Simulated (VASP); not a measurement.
A run of VASP 6.6.1 is set up as follows.

INCAR

```
ALGO = Normal ; EDIFF = 1E-6
EDIFFG = -0.005 ; ENCUT = 600
GGA = PE ; IBRION = 2
ISIF = 3 ; ISMEAR = -1
LASPH = True ; LCHARG = False
LREAL = False ; LWAVE = False
NELM = 60 ; NSW = 40
PREC = Accurate ; SIGMA = 0.02
```

KPOINTS

```
k-points
0
Gamma
  6 6 6
```

The input POSCAR:

```
SrCl2
1.0
    0.0000000000      3.5192138340      3.5192138340
    3.5192138340      0.0000000000      3.5192138340
    3.5192138340      3.5192138340      0.0000000000
Sr Cl
1 2
Direct
    0.0000000000      0.0000000000      0.0000000000
    0.2500000000      0.2500000000      0.2500000000
    0.7500000000      0.7500000000      0.7500000000
```

Potentials or basis: VASP PAW PBE potentials, release 64 (Sr_sv, Cl).

Command:

```bash
$ cat potpaw_PBE.64/Sr_sv/POTCAR potpaw_PBE.64/Cl/POTCAR > POTCAR
$ mpirun -np 1 vasp_std > vasp.out
```

Task: Estimate the relaxed volume.

Result: 29.17 Å³/atom.

Task: What does it give for the space group after relaxing (to 0.1 Å)?

Result: Fm-3m (No. 225).

Step by step:
| step | energy change (eV) | largest force (eV/Å) | pressure (GPa) | volume (Å³) |
| --- | --- | --- | --- | --- |
| 1 | 0.0000 | 0.0000 | 0.15 | 87.17 |
| 2 | -0.0002 | 0.0000 | 0.02 | 87.51 |
